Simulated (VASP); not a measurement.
Input of a VASP 6.6.1 run:

Contents of INCAR:

```
SYSTEM = Na
PREC = Accurate ; ENCUT = 520
EDIFF = 1E-6 ; ISMEAR = 0
SIGMA = 0.15 ; LREAL = .False.
LASPH = .True. ; NELM = 100
ALGO = Normal ; ISIF = 2
LWAVE = .False. ; LCHARG = .False.
GGA = CA ; NBANDS = 10
```

KPOINTS

```
regular mesh
0
Gamma
  16 16 16
  0 0 0
```

File POSCAR:

```
Na
1.0
   -2.0539750000      2.0539750000      2.1492625000
    2.0539750000     -2.0539750000      2.1492625000
    2.0539750000      2.0539750000     -2.1492625000
Na
1
Direct
    0.0000000000      0.0000000000      0.0000000000
```

Potentials or basis: VASP PAW LDA potentials, release 64 (Na_pv).

The run is started by

```console
$ cat potpaw_LDA.64/Na_pv/POTCAR > POTCAR
$ mpirun -np 1 vasp_std > vasp.out
```

Question: Predict the pressure.

Answer: -0.7 GPa.

Caveat: the cell differs from its parent crystal (strain -0.030 along x and y, +0.015 along z).
